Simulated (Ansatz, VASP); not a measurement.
# Two plane-wave programs on KSrCl3

```
K Sr Cl
1.0
     5.67470    0.00000    0.00000
     0.00000    5.67470    0.00000
     0.00000    0.00000    5.67470
K Sr Cl
1 1 3
Direct
  0.00000 0.00000 0.00000
  0.50000 0.50000 0.50000
  0.50000 0.50000 0.00000
  0.50000 0.00000 0.50000
  0.00000 0.50000 0.50000
```

Alike in both runs: task single point; functional PBE; k mesh 4 × 4 × 4; no spin polarisation.

|  | VASP | Ansatz |
| --- | --- | --- |
| version | VASP 6.6.1 | Ansatz 0.2.0 |
| potentials or method | VASP PAW PBE potentials, release 64 (K_sv, Sr_sv, Cl) | plane waves, PAW |
| plane-wave cutoff (eV) | 520 | 420 |
| occupations | gaussian, width 0.01 eV | fixed |
| valence electrons in the cell | 40 | 40 |

Ansatz gave:

| Quantity | Value |
| --- | --- |
| gap on the k mesh at the Fermi level (eV) | 4.44 |
| pressure (GPa) | 0.0 |

Problem. Which values does VASP return?

Solution. gap on the k mesh at the Fermi level (eV): 4.44; pressure (GPa): 0.1.
